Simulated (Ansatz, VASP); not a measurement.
## MgCd2O3: VASP beside Ansatz

```xyz
6
Lattice="5.8050 0.0000 0.0000 -2.9025 5.0273 0.0000 0.0000 0.0000 3.1000" Properties=species:S:1:pos:R:3 pbc="T T T"
Mg    0.0000    0.0000    0.0000
Cd    2.9025    1.6758    0.0000
Cd    0.0000    3.3515    0.0000
O     2.9025    0.0000    1.5500
O     1.4513    2.5136    1.5500
O    -1.4513    2.5136    1.5500
```

Change from the starting cell: species swapped into the PrAl3Ni2 type (P6/mmm, No. 191).

Alike in both runs: functional PBE; k mesh 6 × 6 × 4; occupations gaussian, width 0.1 eV; collinear spin.

Ansatz relaxed the structure, and its values are those at the end. VASP's run is a single point on that final structure, the one shown.

```csv
,VASP,Ansatz
version,VASP 6.6.1,Ansatz 0.2.0
potentials or method,"VASP PAW PBE potentials, release 64 (Mg, Cd, O), cutoff 520 eV","scalar-relativistic, plane waves, PAW"
valence electrons in the cell,44,68
```

Ansatz gave:

* gap on the k mesh at the Fermi level (eV): none
* pressure (GPa): 0.2
* net moment per atom (μB): 0.00

Q: What did VASP give for the same quantities?

A: gap on the k mesh at the Fermi level (eV): none; pressure (GPa): 1.3; net moment per atom (μB): 0.00.

A gap of «none» marks a metal or a gap that the smearing closes. With one functional, cell and mesh, what is left measures potentials, basis and numerics. VASP's potentials hold 44 valence electrons a cell and Ansatz's 68, so a difference there can come from the potentials and not from the codes. Ansatz's warnings: filled band counts differ across k points, seeded moment not kept.

The k mesh is coarse, so the values compare programs but aren't converged.
